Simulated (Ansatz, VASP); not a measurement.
**Re in VASP and in Ansatz**

The input INCAR:

```
SYSTEM = Re
ALGO = Normal ; EDIFF = 1E-6
ENCUT = 500 ; GGA = RE
GGA_COMPAT = .False. ; ISIF = 2
ISMEAR = -1 ; LASPH = .True.
LCHARG = .False. ; LREAL = .False.
LWAVE = .False. ; NBANDS = 30
NELM = 120 ; PREC = Accurate
SIGMA = 0.1
```

The input KPOINTS:

```
k-points
0
Gamma
  9 9 13
  0 0 0
```

File POSCAR:

```
Re
1.0
    4.5054711240      0.0000000000      0.0000000000
   -2.2527355620      3.9018524494      0.0000000000
    0.0000000000      0.0000000000      2.8234885816
Re
3
Direct
    0.0000000000      0.0000000000      1.0000000000
    0.3333333333      0.6666666667      0.5000000000
    0.6666666667      0.3333333333      0.5000000000
```

Input for Ansatz:

```yaml
crystal:
  lattice:
    - [4.505471124, 0.0, 0.0]
    - [-2.252735562, 3.9018524494, 0.0]
    - [0.0, 0.0, 2.8234885816]
  atoms:
    - { symbol: Re, position: [0.0, 0.0, 1.0] }
    - { symbol: Re, position: [0.3333333333, 0.6666666667, 0.5] }
    - { symbol: Re, position: [0.6666666667, 0.3333333333, 0.5] }
hamiltonian:
  xc: revpbe
  pseudopotentials:
    kind: paw
    azcp:
      Re: "pseudopotentials/Re.paw.azcp"
basis:
  ecutwfc: 420
  fft_grid_basis: typed
kpoints:
  mp_grid: { grid: [9, 9, 13], shift: [0, 0, 0] }
magnetization:
  spin_polarized: false
scf:
  occupations: { method: fermi_dirac, width: 0.1 }
  lower_state_search: "off"
output:
  stress: true
```

Alike in both runs: task single point; functional revPBE; k mesh 9 × 9 × 13; occupations fermi-dirac, width 0.1 eV; no spin polarisation.

|  | VASP | Ansatz |
| --- | --- | --- |
| version | VASP 6.6.1 | Ansatz 0.2.0 |
| potentials or method | VASP PAW PBE potentials, release 64 (Re_sv_GW), cutoff 500 eV | plane waves (420 eV) with PAW, scalar-relativistic |
| valence electrons in the cell | 45 | 45 |

|  | VASP | Ansatz | Ansatz less VASP |
| --- | --- | --- | --- |
| pressure (GPa) | -24.3 | -21.9 | +2.39 |
| traceless stress, the component that is largest in VASP (GPa) | 1.20 | 1.22 | +0.026 |

VASP's potentials were made for PBE, not for revPBE.

Neither program's run includes spin-orbit coupling.
